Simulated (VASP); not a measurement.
A run of VASP 6.6.1:

POSCAR

```
SnO
1.0
    3.3550050000      0.0000000000      0.0000000000
    0.0000000000      5.6741040000      0.0000000000
    0.0000000000      0.0000000000      4.2219700000
Sn O
2 2
Direct
    0.0000000000      0.2319090000      0.5131440000
    0.5000000000      0.7680910000      0.0131440000
    0.0000000000      0.8912500000      0.7368570000
    0.5000000000      0.1087500000      0.2368570000
```

INCAR.step1

```
SYSTEM = SnO
PREC     = Accurate       ! precision mode
ENCUT    = 520            ! plane-wave cutoff, eV
ISMEAR   = -1             ! smearing method
SIGMA    = 0.05           ! smearing width, eV
LREAL    = .FALSE.        ! projectors in reciprocal space
LASPH    = .TRUE.         ! aspherical terms in the spheres
NELM     = 100            ! most SCF steps
NBANDS   = 28             ! bands
GGA      = PE             ! functional
ALGO     = Normal         ! electronic algorithm
EDIFF    = 1E-4           ! SCF threshold, eV
LWAVE    = .TRUE.         ! write WAVECAR
LCHARG   = .FALSE.        ! write CHGCAR
```

Contents of INCAR.step2:

```
SYSTEM = SnO
PREC     = Accurate       ! precision mode
ENCUT    = 520            ! plane-wave cutoff, eV
EDIFF    = 1E-6           ! SCF threshold, eV
ISMEAR   = -1             ! smearing method
SIGMA    = 0.05           ! smearing width, eV
LREAL    = .FALSE.        ! projectors in reciprocal space
LASPH    = .TRUE.         ! aspherical terms in the spheres
NELM     = 100            ! most SCF steps
ALGO     = Normal         ! electronic algorithm
ISIF     = 2              ! what is computed and relaxed
LWAVE    = .FALSE.        ! write WAVECAR
LCHARG   = .FALSE.        ! write CHGCAR
METAGGA  = R2SCAN         ! meta-GGA
LMIXTAU  = .TRUE.       
NBANDS   = 28             ! bands
ISTART   = 1
```

Contents of KPOINTS:

```
regular mesh
0
G
  6 4 5
  0 0 0
```

Potentials or basis: VASP PAW PBE potentials, release 64 (Sn_d, O).

The run is started by

```console
$ cat potpaw_PBE.64/Sn_d/POTCAR potpaw_PBE.64/O/POTCAR > POTCAR
$ cp INCAR.step1 INCAR
$ mpirun -np 1 vasp_std > vasp.out
$ cp INCAR.step2 INCAR
$ mpirun -np 1 vasp_std > vasp.out
```

Hardware: 1 thread of Intel(R) Xeon(R) Platinum 8259CL CPU @ 2.50GHz (Skylake/Cascade Lake), on a shared host.

How long does it take, and how much memory?

It took 3.7 min on 1 thread of Intel(R) Xeon(R) Platinum 8259CL CPU @ 2.50GHz (Skylake/Cascade Lake), with other jobs on the host, peak memory 0.24 GiB. Counts: k points 36.
